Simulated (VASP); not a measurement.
# MgO2 (R-3m) in VASP: single point with r2SCAN

Aim: the single point of MgO2 with r2SCAN.

All numbers are computed with VASP 6.6.1; they aren't measurements. Logs are shortened: lines on timing, memory, paths and dates and some standing lists are left out, and cuts for length are marked.

### Step 1. The cell of the first run

Symmetry: R-3m, No. 166, trigonal system. The conventional cell has a = 3.157 Å, b = 3.157 Å, c = 10.386 Å, α = 90.00°, β = 90.00°, γ = 120.00°. Mg (site symmetry -3m) has 6 O at 2.08 Å within 2.7 Å. O (site symmetry 3m) has 1 O at 1.47 Å and 3 Mg at 2.08 Å within 2.1 Å.

### Step 2. Single point, r2SCAN

The input, POSCAR:

```
MgO2
1.0
    1.5784791300      0.9113353506      3.4618981106
   -1.5784791300      0.9113353506      3.4618981106
    0.0000000000     -1.8226707012      3.4618981106
Mg O
1 2
Direct
    0.0000000000      0.0000000000      0.0000000000
    0.4291159763      0.4291159763      0.4291159763
    0.5708840237      0.5708840237      0.5708840237
```

The input, INCAR.step1:

```
SYSTEM = MgO2
PREC = Accurate
ENCUT = 750
ISMEAR = 0
SIGMA = 0.01
LREAL = .False.
LASPH = .True.
NELM = 120
NBANDS = 18
GGA = PE
ALGO = Normal
EDIFF = 1E-5
LWAVE = .True.
LCHARG = .False.
GGA_COMPAT = .False.
```

The input, INCAR.step2:

```
SYSTEM = MgO2
PREC = Accurate
ENCUT = 750
EDIFF = 1E-6
ISMEAR = 0
SIGMA = 0.01
LREAL = .False.
LASPH = .True.
NELM = 120
ALGO = Normal
ISIF = 2
LWAVE = .False.
LCHARG = .False.
METAGGA = R2SCAN
LMIXTAU = .True.
NBANDS = 18
ISTART = 1
GGA_COMPAT = .False.
```

The input, KPOINTS:

```
regular mesh
0
Gamma
  6 6 6
  0 0 0
```

Potentials or basis: VASP PAW PBE potentials, release 64 (Mg_sv, O).

Started as:

```
$ cat potpaw_PBE.64/Mg_sv/POTCAR potpaw_PBE.64/O/POTCAR > POTCAR
$ cp INCAR.step1 INCAR
$ mpirun -np 1 vasp_std > vasp.out
$ cp INCAR.step2 INCAR
$ mpirun -np 1 vasp_std > vasp.out
```

OUTCAR:

```text
SYSTEM = MgO2
   PREC = Accurate
   ENCUT = 750
   EDIFF = 1E-6
   ISMEAR = 0
   LREAL = .False.
   LASPH = .True.
   NELM = 120
   ISIF = 2
   METAGGA = R2SCAN
   ISTART = 1

 ion  position               nearest neighbor table
   1  0.000  0.000  0.000-   3 2.08   2 2.08   3 2.08   3 2.08   2 2.08   2 2.08
   2  0.429  0.429  0.429-   3 1.47   1 2.08   1 2.08   1 2.08
   3  0.571  0.571  0.571-   2 1.47   1 2.08   1 2.08   1 2.08

  LATTYP: Found a trigonal (rhomboedric) cell.
 ALAT       =     3.9123991378
 COS(alpha) =     0.6744472449

  Lattice vectors:

 A1 = (   1.5784791300,   0.9113353506,   3.4618981106)
 A2 = (  -1.5784791300,   0.9113353506,   3.4618981106)
 A3 = (   0.0000000000,  -1.8226707012,   3.4618981106)

Analysis of symmetry for initial positions (statically):
=====================================================================
 Subroutine PRICEL returns:
 Original cell was already a primitive cell.

 Routine SETGRP: Setting up the symmetry group for a
 trigonal (rhombohedral) supercell.

 Subroutine GETGRP returns: Found 12 space group operations
 (whereof 12 operations were pure point group operations)
 out of a pool of 12 trial point group operations.

The static configuration has the point symmetry D_3d.

Analysis of symmetry for dynamics (positions and initial velocities):
=====================================================================
 Subroutine PRICEL returns:
 Original cell was already a primitive cell.

 Routine SETGRP: Setting up the symmetry group for a
 trigonal (rhombohedral) supercell.

 Subroutine GETGRP returns: Found 12 space group operations
 (whereof 12 operations were pure point group operations)
 out of a pool of 12 trial point group operations.

The dynamic configuration has the point symmetry D_3d.

 Subroutine INISYM returns: Found 12 space group operations
 (whereof 12 operations are pure point group operations),
 and found     1 'primitive' translations

----------------------------------------------------------------------------------------

                                     Primitive cell

  volume of cell :      29.8801

  direct lattice vectors                    reciprocal lattice vectors
     1.578479130  0.911335351  3.461898111     0.316760602  0.182881819  0.096286292
    -1.578479130  0.911335351  3.461898111    -0.316760602  0.182881819  0.096286292
     0.000000000 -1.822670701  3.461898111     0.000000000 -0.365763638  0.096286292

  length of vectors
     3.912399138  3.912399138  3.912399138     0.378224919  0.378224919  0.378224919

  position of ions in fractional coordinates (direct lattice)
     0.000000000  0.000000000  0.000000000
     0.429115976  0.429115976  0.429115976
     0.570884024  0.570884024  0.570884024

  ion indices of the primitive-cell ions
   primitive index   ion index
                 1           1
                 2           2
                 3           3

----------------------------------------------------------------------------------------

 KPOINTS: regular mesh

Automatic generation of k-mesh.
 Grid dimensions read from file:
 generate k-points for:    6    6    6

 Generating k-lattice:

  Cartesian coordinates                     Fractional coordinates (reciprocal lattice)
     0.052793434  0.030480303  0.016047715     0.166666667 -0.000000000 -0.000000000
    -0.052793434  0.030480303  0.016047715    -0.000000000  0.166666667 -0.000000000
     0.000000000 -0.060960606  0.016047715    -0.000000000 -0.000000000  0.166666667

  Length of vectors
     0.063037486  0.063037486  0.063037486

  Shift w.r.t. Gamma in fractional coordinates (k-lattice)
     0.000000000  0.000000000  0.000000000

 Subroutine IBZKPT returns following result:
 ===========================================

 Found     32 irreducible k-points:

 Following reciprocal coordinates:
            Coordinates               Weight
  0.000000  0.000000  0.000000      1.000000
  0.166667  0.000000  0.000000      6.000000
  0.333333  0.000000  0.000000      6.000000
  0.500000  0.000000  0.000000      3.000000
  0.166667  0.166667  0.000000      6.000000
  0.333333  0.166667  0.000000     12.000000
[... 16 lines left out ...]
  0.500000  0.500000  0.166667      6.000000
 -0.333333  0.500000  0.166667     12.000000
 [... further k-points ...]
   k-points           NKPTS =     32   k-points in BZ     NKDIM =     32   number of bands    NBANDS=     18
   number of dos      NEDOS =    301   number of ions     NIONS =      3
   total plane-waves  NPLWV =  46656
   dimension x,y,z NGX =    36 NGY =   36 NGZ =   36
   dimension x,y,z NGXF=    72 NGYF=   72 NGZF=   72
   ions per type =               1   2
   NGX,Y,Z   is equivalent  to a cutoff of  15.30, 15.30, 15.30 a.u.
   NGXF,Y,Z  is equivalent  to a cutoff of  30.59, 30.59, 30.59 a.u.
 SYSTEM =  MgO2
   PREC   = accura    normal or accurate (medium, high low for compatibility)
   ISTART =      1    job   : 0-new  1-cont  2-samecut
   ICHARG =      0    charge: 1-file 2-atom 10-const
   ISPIN  =      1    spin polarized calculation?
   LNONCOLLINEAR =      F non collinear calculations
   LSORBIT =      F    spin-orbit coupling
   LASPH  =      T    aspherical Exc in radial PAW
   ENCUT  =  750.0 eV  55.12 Ry    7.42 a.u.   8.74  8.74  8.74*2*pi/ulx,y,z
   NELM   =    120;   NELMIN=  2; NELMDL=  0     # of ELM steps
   EDIFF  = 0.1E-05   stopping-criterion for ELM
   LREAL  =      F    real-space projection
   EDIFFG = 0.1E-04   stopping-criterion for IOM
   NSW    =      0    number of steps for IOM
   IBRION =     -1    ionic relax: 0-MD 1-quasi-New 2-CG
   NFREE  =      0    steps in history (QN), initial steepest desc. (CG)
   ISIF   =      2    stress and relaxation
   ISYM   =      2    0-nonsym 1-usesym 2-fastsym
   POTIM  = 0.5000    time-step for ionic-motion
   TEBEG  =    0.0;   TEEND  =   0.0 temperature during run
   PSTRESS=    0.0 pullay stress
   NELECT =      22.0000    total number of electrons
   NUPDOWN=      -1.0000    fix difference up-down
   EMIN   =  10.00;   EMAX   =-10.00  energy-range for DOS
   EFERMI =   0.00;   METHOD = LEGACY
   ISMEAR =     0;   SIGMA  =   0.01  broadening in eV -4-tet -1-fermi 0-gaus
   EFERMI_NEDOS =   21; number of points for ismear=-14 and -15
   IALGO  =     38    algorithm
   IMIX   =      4    mixing-type and parameters
     AMIX     =   0.40;   BMIX     =  1.00
     AMIX_MAG =   1.60;   BMIX_MAG =  1.00
  volume/ion in A,a.u.               =       9.96        67.21
  Fermi-wavevector in a.u.,A,eV,Ry     =   1.478274  2.793532 29.732719  2.185293
  Thomas-Fermi vector in A             =   2.592575
   LORBIT       =      0    0 simple, 1 ext, 2 COOP (PROOUT), +10 PAW based schemes
   METAGGA = R2SCAN    functional components
   LHFCALC =     F    Hartree Fock is set to
   AEXX    =    0.0000 exact exchange contribution
   IVDW    =     0    specifies the selected vdW correction
   LEPSILON=     F    determine dielectric tensor
   LRPA    =     F    only Hartree local field effects (RPA)
 non-spin polarized calculation
 Gauss-broadening in eV      SIGMA  =   0.01
  energy-cutoff  :      750.00
  volume of cell :       29.88
 maximum number of plane-waves:      1403
   NGX = 17   NGY = 17   NGZ = 17

 number of electron      21.9999998 magnetization

 Free energy of the ion-electron system (eV)
  ---------------------------------------------------
  ext. energy  EPLUGINS =         0.00000000
  ---------------------------------------------------
  free energy    TOTEN  =       -21.58505549 eV

  energy without entropy =      -21.58505549  energy(sigma->0) =      -21.58505549

 E-fermi :   2.5584     XC(G=0): -11.2440

 val. band max:        2.4323825546   @ k =   0.5000   0.5000   0.5000
 cond. band min:       5.5721252965   @ k =   0.5000   0.5000   0.5000
 fundamental gap:      3.1397427419
 Fermi energy:         2.5583834172

 k-point     1 :       0.0000    0.0000    0.0000
  band No.  band energies     occupation
      1     -73.6418      2.00000
      2     -38.7798      2.00000
      3     -38.7491      2.00000
      4     -38.7491      2.00000
      5     -20.2243      2.00000
      6     -13.0241      2.00000
[... 10 lines left out ...]
     17      18.4879      0.00000
     18      20.7975      0.00000

 k-point     2 :       0.1667    0.0000    0.0000
  band No.  band energies     occupation
      1     -73.6411      2.00000
      2     -38.7782      2.00000
      3     -38.7593      2.00000
      4     -38.7510      2.00000
      5     -20.0940      2.00000
      6     -13.1029      2.00000
[... 10 lines left out ...]
     17      19.3080      0.00000
     18      19.6879      0.00000

 k-point     3 :       0.3333    0.0000    0.0000
  band No.  band energies     occupation
      1     -73.6399      2.00000
      2     -38.7806      2.00000
      3     -38.7746      2.00000
      4     -38.7553      2.00000
      5     -19.8197      2.00000
      6     -13.2625      2.00000
[... 10 lines left out ...]
     17      18.9035      0.00000
     18      21.2444      0.00000

 k-point     4 :       0.5000    0.0000    0.0000
  band No.  band energies     occupation
      1     -73.6392      2.00000
      2     -38.7906      2.00000
      3     -38.7734      2.00000
      4     -38.7574      2.00000
      5     -19.6747      2.00000
      6     -13.3446      2.00000
[... 375 lines left out ...]
      4     -38.7630      2.00000
      5     -19.6688      2.00000
      6     -13.4044      2.00000
[... 10 lines left out ...]
     17      19.5591      0.00000
     18      20.7430      0.00000

 k-point    23 :       0.5000    0.5000    0.1667
  band No.  band energies     occupation
      1     -73.6398      2.00000
      2     -38.7791      2.00000
      3     -38.7770      2.00000
      4     -38.7557      2.00000
      5     -19.6086      2.00000
      6     -14.0044      2.00000
[... 10 lines left out ...]
     17      19.6814      0.00000
     18      23.5717      0.00000

 k-point    24 :      -0.3333    0.5000    0.1667
  band No.  band energies     occupation
      1     -73.6392      2.00000
      2     -38.7835      2.00000
      3     -38.7749      2.00000
      4     -38.7633      2.00000
      5     -19.5605      2.00000
      6     -13.7810      2.00000
[... 10 lines left out ...]
     17      19.5665      0.00000
     18      21.7461      0.00000

 [... further k-points ...]

------------------------ aborting loop because EDIFF is reached ----------------------------------------

  FORCE on cell =-STRESS in cart. coord.  units (eV):
  Direction    XX          YY          ZZ          XY          YZ          ZX
  --------------------------------------------------------------------------------------
  -------------------------------------------------------------------------------------
  Total       -0.0543713     -0.0543713      0.2851903      0.0000000      0.0000000      0.0000000
  in kB       -2.9153986     -2.9153986     15.2919479      0.0000000      0.0000000      0.0000000
  external PRESSURE =       3.1537169 kB  Pullay stress =       0.0000000 kB

 VOLUME and BASIS-vectors are now :
 -----------------------------------------------------------------------------
  energy-cutoff  :      750.00
  volume of cell :       29.88
      direct lattice vectors                 reciprocal lattice vectors
     1.578479130  0.911335351  3.461898111     0.316760602  0.182881819  0.096286292
    -1.578479130  0.911335351  3.461898111    -0.316760602  0.182881819  0.096286292
     0.000000000 -1.822670701  3.461898111     0.000000000 -0.365763638  0.096286292

 POSITION                                       TOTAL-FORCE (eV/Angst)
 -----------------------------------------------------------------------------------
      0.00000      0.00000      0.00000         0.000000      0.000000     -0.000000
      0.00000      0.00000      4.45667        -0.000000     -0.000000     -0.202317
      0.00000      0.00000      5.92903        -0.000000     -0.000000      0.202317
 -----------------------------------------------------------------------------------
    total drift:                                0.000000      0.000000      0.000000

  FREE ENERGIE OF THE ION-ELECTRON SYSTEM (eV)
  ---------------------------------------------------
  free  energy   TOTEN  =       -21.5850554858 eV

  energy  without entropy=      -21.5850554858  energy(sigma->0) =      -21.58505549
```

Wall time 2.3 min (1 thread of Intel Xeon Platinum 8259CL at 2.50GHz (Skylake/Cascade Lake), shared host); peak memory 0.22 GiB.

Results:

| Item | Value |
| --- | --- |
| Free energy | -21.5851 eV |
| Pressure | 0.3 GPa |
| Largest force | 0.202 eV/Å |
| Band gap on the k mesh | 3.14 eV |

Forces on the atoms (eV/Å):
```
Mg   0.000  0.000  0.000
O    0.000  0.000 -0.202
O    0.000  0.000  0.202
```

Caveat: the PAW data sets were made with another functional, which shifts forces and pressure a little. A k mesh can miss the band edges.
